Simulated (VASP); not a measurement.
# TmI4 (F-43m) in VASP: single point with PBE

Aim: the single point of TmI4 with PBE.

Program: VASP 6.6.1. These are calculated values, not measurements. Logs are shortened: lines on timing, memory, paths and dates and some standing lists are left out, and cuts for length are marked.

## (1) The cell of the first run

It takes space group F-43m (No. 216, cubic). The conventional cell has a = 9.760 Å, b = 9.760 Å, c = 9.760 Å, α = 90.00°, β = 90.00°, γ = 90.00°. Within 5.3 Å of Tm (site symmetry -43m) lie 12 I at 4.04 Å. I (site symmetry 3m) has 6 I at 3.43 to 3.47 Å and 3 Tm at 4.04 Å within 4.5 Å.

The cell was generated, and may not be a known phase.

## (2) Single point, PBE

File INCAR:

```
SYSTEM = TmI4
PREC     = Accurate       ! precision mode
ENCUT    = 500            ! plane-wave cutoff, eV
EDIFF    = 1E-6           ! SCF threshold, eV
ISMEAR   = 0              ! smearing method
SIGMA    = 0.2            ! smearing width, eV
LREAL    = .FALSE.        ! projectors in reciprocal space
LASPH    = .TRUE.         ! aspherical terms in the spheres
NELM     = 200            ! most SCF steps
ALGO     = Normal         ! electronic algorithm
ISIF     = 2              ! what is computed and relaxed
LWAVE    = .FALSE.        ! write WAVECAR
LCHARG   = .FALSE.        ! write CHGCAR
GGA      = PE             ! functional
NBANDS   = 26             ! bands
GGA_COMPAT= .FALSE.      
LMAXMIX  = 6              ! l up to which the mixer works
```

File KPOINTS:

```
regular mesh
0
G
  3 3 3
  0 0 0
```

File POSCAR:

```
TmI4
1.0
    0.0000000000      4.8800818839      4.8800818839
    4.8800818839      0.0000000000      4.8800818839
    4.8800818839      4.8800818839      0.0000000000
Tm I
1 4
Direct
    0.5000000000      0.5000000000      0.5000000000
    0.1258725098      0.1258725098      0.1258725098
    0.1258725098      0.1258725098      0.6223824707
    0.1258725098      0.6223824707      0.1258725098
    0.6223824707      0.1258725098      0.1258725098
```

Potentials or basis: VASP PAW PBE potentials, release 64 (Tm_3, I), 4f in core.

Started as:

```
$ cat potpaw_PBE.64/Tm_3/POTCAR potpaw_PBE.64/I/POTCAR > POTCAR
$ mpirun -np 1 vasp_std > vasp.out
```

OUTCAR:

```text
SYSTEM = TmI4
   PREC = Accurate
   ENCUT = 500
   EDIFF = 1E-6
   ISMEAR = 0
   LREAL = .FALSE.
   LASPH = .TRUE.
   NELM = 200
   ISIF = 2
   GGA = PE

 ion  position               nearest neighbor table
   1  0.500  0.500  0.500-
   2  0.126  0.126  0.126-   3 3.43   4 3.43   5 3.43   3 3.47   4 3.47   5 3.47
   3  0.126  0.126  0.622-   2 3.43   4 3.43   5 3.43   2 3.47   4 3.47   5 3.47
   4  0.126  0.622  0.126-   2 3.43   3 3.43   5 3.43   3 3.47   2 3.47   5 3.47
   5  0.622  0.126  0.126-   2 3.43   3 3.43   4 3.43   2 3.47   3 3.47   4 3.47

  LATTYP: Found a face centered cubic cell.
 ALAT       =     9.7601637678

  Lattice vectors:

 A1 = (   0.0000000000,   4.8800818839,   4.8800818839)
 A2 = (   4.8800818839,   0.0000000000,   4.8800818839)
 A3 = (   4.8800818839,   4.8800818839,   0.0000000000)

Analysis of symmetry for initial positions (statically):
=====================================================================
 Subroutine PRICEL returns:
 Original cell was already a primitive cell.

 Routine SETGRP: Setting up the symmetry group for a
 face centered cubic supercell.

 Subroutine GETGRP returns: Found 24 space group operations
 (whereof 24 operations were pure point group operations)
 out of a pool of 48 trial point group operations.

The static configuration has the point symmetry T_d .

Analysis of symmetry for dynamics (positions and initial velocities):
=====================================================================
 Subroutine PRICEL returns:
 Original cell was already a primitive cell.

 Routine SETGRP: Setting up the symmetry group for a
 face centered cubic supercell.

 Subroutine GETGRP returns: Found 24 space group operations
 (whereof 24 operations were pure point group operations)
 out of a pool of 48 trial point group operations.

The dynamic configuration has the point symmetry T_d .

 Subroutine INISYM returns: Found 24 space group operations
 (whereof 24 operations are pure point group operations),
 and found     1 'primitive' translations

----------------------------------------------------------------------------------------

                                     Primitive cell

  volume of cell :     232.4402

  direct lattice vectors                    reciprocal lattice vectors
     0.000000000  4.880081884  4.880081884    -0.102457297  0.102457297  0.102457297
     4.880081884  0.000000000  4.880081884     0.102457297 -0.102457297  0.102457297
     4.880081884  4.880081884  0.000000000     0.102457297  0.102457297 -0.102457297

  length of vectors
     6.901477986  6.901477986  6.901477986     0.177461244  0.177461244  0.177461244

  position of ions in fractional coordinates (direct lattice)
     0.500000000  0.500000000  0.500000000
     0.125872510  0.125872510  0.125872510
     0.125872510  0.125872510  0.622382471
     0.125872510  0.622382471  0.125872510
     0.622382471  0.125872510  0.125872510

  ion indices of the primitive-cell ions
   primitive index   ion index
                 1           1
                 2           2
                 3           3
                 4           4
                 5           5

----------------------------------------------------------------------------------------

 KPOINTS: regular mesh

Automatic generation of k-mesh.
 Grid dimensions read from file:
 generate k-points for:    3    3    3

 Generating k-lattice:

  Cartesian coordinates                     Fractional coordinates (reciprocal lattice)
    -0.034152432  0.034152432  0.034152432     0.333333333  0.000000000  0.000000000
     0.034152432 -0.034152432  0.034152432     0.000000000  0.333333333  0.000000000
     0.034152432  0.034152432 -0.034152432     0.000000000  0.000000000  0.333333333

  Length of vectors
     0.059153748  0.059153748  0.059153748

  Shift w.r.t. Gamma in fractional coordinates (k-lattice)
     0.000000000  0.000000000  0.000000000

 Subroutine IBZKPT returns following result:
 ===========================================

 Found      4 irreducible k-points:

 Following reciprocal coordinates:
            Coordinates               Weight
  0.000000  0.000000  0.000000      1.000000
  0.333333  0.000000  0.000000      8.000000
  0.333333  0.333333  0.000000      6.000000
 -0.333333  0.333333  0.000000     12.000000
   k-points           NKPTS =      4   k-points in BZ     NKDIM =      4   number of bands    NBANDS=     26
   number of dos      NEDOS =    301   number of ions     NIONS =      5
   total plane-waves  NPLWV = 125000
   dimension x,y,z NGX =    50 NGY =   50 NGZ =   50
   dimension x,y,z NGXF=   100 NGYF=  100 NGZF=  100
   ions per type =               1   4
   NGX,Y,Z   is equivalent  to a cutoff of  12.04, 12.04, 12.04 a.u.
   NGXF,Y,Z  is equivalent  to a cutoff of  24.09, 24.09, 24.09 a.u.
 SYSTEM =  TmI4
   PREC   = accura    normal or accurate (medium, high low for compatibility)
   ISTART =      0    job   : 0-new  1-cont  2-samecut
   ICHARG =      2    charge: 1-file 2-atom 10-const
   ISPIN  =      1    spin polarized calculation?
   LNONCOLLINEAR =      F non collinear calculations
   LSORBIT =      F    spin-orbit coupling
   LASPH  =      T    aspherical Exc in radial PAW
   ENCUT  =  500.0 eV  36.75 Ry    6.06 a.u.  12.58 12.58 12.58*2*pi/ulx,y,z
   NELM   =    200;   NELMIN=  2; NELMDL= -5     # of ELM steps
   EDIFF  = 0.1E-05   stopping-criterion for ELM
   LREAL  =      F    real-space projection
   EDIFFG = 0.1E-04   stopping-criterion for IOM
   NSW    =      0    number of steps for IOM
   IBRION =     -1    ionic relax: 0-MD 1-quasi-New 2-CG
   NFREE  =      0    steps in history (QN), initial steepest desc. (CG)
   ISIF   =      2    stress and relaxation
   ISYM   =      2    0-nonsym 1-usesym 2-fastsym
   POTIM  = 0.5000    time-step for ionic-motion
   TEBEG  =    0.0;   TEEND  =   0.0 temperature during run
   PSTRESS=    0.0 pullay stress
   NELECT =      37.0000    total number of electrons
   NUPDOWN=      -1.0000    fix difference up-down
   EMIN   =  10.00;   EMAX   =-10.00  energy-range for DOS
   EFERMI =   0.00;   METHOD = LEGACY
   ISMEAR =     0;   SIGMA  =   0.20  broadening in eV -4-tet -1-fermi 0-gaus
   EFERMI_NEDOS =   21; number of points for ismear=-14 and -15
   IALGO  =     38    algorithm
   IMIX   =      4    mixing-type and parameters
     AMIX     =   0.40;   BMIX     =  1.00
     AMIX_MAG =   1.60;   BMIX_MAG =  1.00
  volume/ion in A,a.u.               =      46.49       313.72
  Fermi-wavevector in a.u.,A,eV,Ry     =   0.887234  1.676630 10.710297  0.787185
  Thomas-Fermi vector in A             =   2.008506
   LORBIT       =      0    0 simple, 1 ext, 2 COOP (PROOUT), +10 PAW based schemes
   GGA     = PE    functional components
   LHFCALC =     F    Hartree Fock is set to
   AEXX    =    0.0000 exact exchange contribution
   IVDW    =     0    specifies the selected vdW correction
   LEPSILON=     F    determine dielectric tensor
   LRPA    =     F    only Hartree local field effects (RPA)
 non-spin polarized calculation
 Gauss-broadening in eV      SIGMA  =   0.20
  energy-cutoff  :      500.00
  volume of cell :      232.44
 maximum number of plane-waves:      5961
 NGX is ok and might be reduce to    50
   NGX = 25   NGY = 25   NGZ = 25

 number of electron      37.0000001 magnetization

 Free energy of the ion-electron system (eV)
  ---------------------------------------------------
  ext. energy  EPLUGINS =         0.00000000
  ---------------------------------------------------
  free energy    TOTEN  =        -8.74094345 eV

  energy without entropy =       -8.54763942  energy(sigma->0) =       -8.64429143

 E-fermi :   2.8866     XC(G=0):  -7.6205

 val. band max:        2.8814291055   @ k =   0.3333   0.3333   0.0000
 cond. band min:       2.9055706782   @ k =   0.3333   0.3333   0.0000
 fundamental gap:      0.0241415727
 Fermi energy:         2.8866111966

 k-point     1 :       0.0000    0.0000    0.0000
  band No.  band energies     occupation
      1     -25.8901      2.00000
      2     -25.8901      2.00000
      3     -25.8901      2.00000
      4     -10.9077      2.00000
      5      -9.2770      2.00000
      6      -9.2770      2.00000
      7      -9.2770      2.00000
      8      -2.9004      2.00000
      9      -1.3600      2.00000
     10      -1.3600      2.00000
     11      -1.3600      2.00000
     12      -0.5874      2.00000
     13      -0.5874      2.00000
     14       1.7277      2.00000
     15       2.3761      1.99969
     16       2.3761      1.99969
     17       2.3761      1.99969
     18       3.1404      0.07271
     19       3.1404      0.07271
     20       3.1404      0.07271
     21       3.7467      0.00000
     22       3.7467      0.00000
     23       3.7467      0.00000
     24       4.0319      0.00000
     25       4.0319      0.00000
     26       5.7328      0.00000

 k-point     2 :       0.3333    0.0000    0.0000
  band No.  band energies     occupation
      1     -25.8902      2.00000
      2     -25.8901      2.00000
      3     -25.8901      2.00000
      4     -10.6902      2.00000
      5      -9.6557      2.00000
      6      -9.2899      2.00000
      7      -9.2899      2.00000
      8      -2.3225      2.00000
      9      -1.1030      2.00000
     10      -1.0842      2.00000
     11      -1.0842      2.00000
     12      -0.2636      2.00000
     13      -0.2636      2.00000
     14       1.2056      2.00000
     15       1.2413      2.00000
     16       1.2413      2.00000
     17       2.3914      1.99954
     18       2.5985      1.95834
     19       2.9740      0.53681
     20       2.9740      0.53681
     21       3.4960      0.00002
     22       3.7744      0.00000
     23       3.7744      0.00000
     24       3.9979      0.00000
     25       3.9979      0.00000
     26       5.5692      0.00000

 k-point     3 :       0.3333    0.3333    0.0000
  band No.  band energies     occupation
      1     -25.8902      2.00000
      2     -25.8902      2.00000
      3     -25.8902      2.00000
      4     -10.5858      2.00000
      5      -9.7934      2.00000
      6      -9.3025      2.00000
      7      -9.3025      2.00000
      8      -1.9485      2.00000
      9      -1.5443      2.00000
     10      -0.6559      2.00000
     11      -0.6559      2.00000
     12      -0.5753      2.00000
     13      -0.0588      2.00000
     14       1.1130      2.00000
     15       1.2367      2.00000
     16       1.2367      2.00000
     17       1.3385      2.00000
     18       2.8814      1.02923
     19       2.9056      0.89335
     20       2.9056      0.89335
     21       3.4679      0.00004
     22       3.6966      0.00000
     23       3.6966      0.00000
     24       3.9103      0.00000
     25       4.0736      0.00000
     26       6.0010      0.00000

 k-point     4 :      -0.3333    0.3333    0.0000
  band No.  band energies     occupation
      1     -25.8902      2.00000
      2     -25.8902      2.00000
      3     -25.8902      2.00000
      4     -10.4100      2.00000
      5     -10.0136      2.00000
      6      -9.3164      2.00000
      7      -9.3026      2.00000
      8      -1.6976      2.00000
      9      -1.0771      2.00000
     10      -0.7920      2.00000
     11      -0.5432      2.00000
     12      -0.4807      2.00000
     13      -0.2729      2.00000
     14       0.9251      2.00000
     15       1.0408      2.00000
     16       1.0446      2.00000
     17       1.5635      2.00000
     18       2.0499      2.00000
     19       2.8430      1.24201
     20       3.1517      0.06088
     21       3.5228      0.00001
     22       3.6376      0.00000
     23       3.7874      0.00000
     24       3.8073      0.00000
     25       3.9456      0.00000
     26       6.0994      0.00000

------------------------ aborting loop because EDIFF is reached ----------------------------------------

  FORCE on cell =-STRESS in cart. coord.  units (eV):
  Direction    XX          YY          ZZ          XY          YZ          ZX
  --------------------------------------------------------------------------------------
  -------------------------------------------------------------------------------------
  Total        0.2009756      0.2009756      0.2009756      0.0000000      0.0000000      0.0000000
  in kB        1.3852960      1.3852960      1.3852960      0.0000000      0.0000000      0.0000000
  external PRESSURE =       1.3852960 kB  Pullay stress =       0.0000000 kB

 VOLUME and BASIS-vectors are now :
 -----------------------------------------------------------------------------
  energy-cutoff  :      500.00
  volume of cell :      232.44
      direct lattice vectors                 reciprocal lattice vectors
     0.000000000  4.880081884  4.880081884    -0.102457297  0.102457297  0.102457297
     4.880081884  0.000000000  4.880081884     0.102457297 -0.102457297  0.102457297
     4.880081884  4.880081884  0.000000000     0.102457297  0.102457297 -0.102457297

 POSITION                                       TOTAL-FORCE (eV/Angst)
 -----------------------------------------------------------------------------------
      4.88008      4.88008      4.88008         0.000000      0.000000      0.000000
      1.22854      1.22854      1.22854        -0.004222     -0.004222     -0.004222
      3.65155      3.65155      1.22854         0.004222      0.004222     -0.004222
      3.65155      1.22854      3.65155         0.004222     -0.004222      0.004222
      1.22854      3.65155      3.65155        -0.004222      0.004222      0.004222
 -----------------------------------------------------------------------------------
    total drift:                               -0.000001     -0.000001     -0.000001

  FREE ENERGIE OF THE ION-ELECTRON SYSTEM (eV)
  ---------------------------------------------------
  free  energy   TOTEN  =        -8.7409434470 eV

  energy  without entropy=       -8.5476394190  energy(sigma->0) =       -8.64429143
```

It took 23 s on 1 thread of AMD EPYC 9R45 (Zen 5), shared host; peak memory 0.3 GiB.

Results:

* Free energy: -8.7409 eV
* Pressure: 0.1 GPa
* Largest force: 0.007 eV/Å
* Band gap on the k mesh: zero (an odd number of electrons rules out a gap without spin polarisation)

Forces on the atoms (eV/Å):
```
Tm   0.000  0.000  0.000
I   -0.004 -0.004 -0.004
I    0.004  0.004 -0.004
I    0.004 -0.004  0.004
I   -0.004  0.004  0.004
```

Levels at points of the mesh, in eV from the Fermi level:
```csv
k point,band 16,band 17,band 18,band 19,band 20,band 21
"(0.00, 0.00, 0.00)",-0.51,-0.51,0.25,0.25,0.25,0.86
```

Caveat: the k points lie up to 0.37 Å⁻¹ apart, too coarse for converged energies and pressures of a metal; spin-orbit coupling is left out, which moves the levels of the heavy elements; the 4f electrons are frozen in the core, so they carry no moment and show no levels; an odd number of electrons without spin polarisation forces a metal; a magnetic or distorted state may lie lower; the run has no spin polarisation, though such a crystal can be magnetic.

The gap in the log of VASP goes by the Fermi energy; the results here count the filled bands.